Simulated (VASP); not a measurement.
Here is a VASP 6.6.1 calculation.

Contents of INCAR:

```
PREC     = Accurate       # precision mode
ENCUT    = 520            # plane-wave cutoff, eV
EDIFF    = 1E-6           # SCF threshold, eV
ISMEAR   = 0              # smearing method
SIGMA    = 0.15           # smearing width, eV
LREAL    = F              # projectors in reciprocal space
LASPH    = T              # aspherical terms in the spheres
NELM     = 60             # most SCF steps
ALGO     = Normal         # electronic algorithm
ISIF     = 2              # what is computed and relaxed
LWAVE    = F              # write WAVECAR
LCHARG   = F              # write CHGCAR
GGA      = PE             # functional
NBANDS   = 14             # bands
```

KPOINTS

```
Automatic mesh
0
Gamma
  16 16 16
```

POSCAR

```
AlNi
1.0
    2.6505200000      0.0000000000      0.0000000000
    0.0000000000      2.6505200000      0.0000000000
    0.0000000000      0.0000000000      2.6505200000
Al Ni
1 1
Direct
    0.0000000000      0.0000000000      0.0000000000
    0.5000000000      0.5000000000      0.5000000000
```

Potentials or basis: VASP PAW PBE potentials, release 64 (Al, Ni).

Run with:

```sh
$ cat potpaw_PBE.64/Al/POTCAR potpaw_PBE.64/Ni/POTCAR > POTCAR
$ mpirun -np 1 vasp_std > vasp.out
```

Problem. What does it give for the pressure?

Solution. 73.6 GPa.

Caveat: the cell differs from its parent crystal (strain -0.080 along x and y, -0.080 along z). Spin polarisation is off, so any magnetic state and its effect on volume and gap are missing.
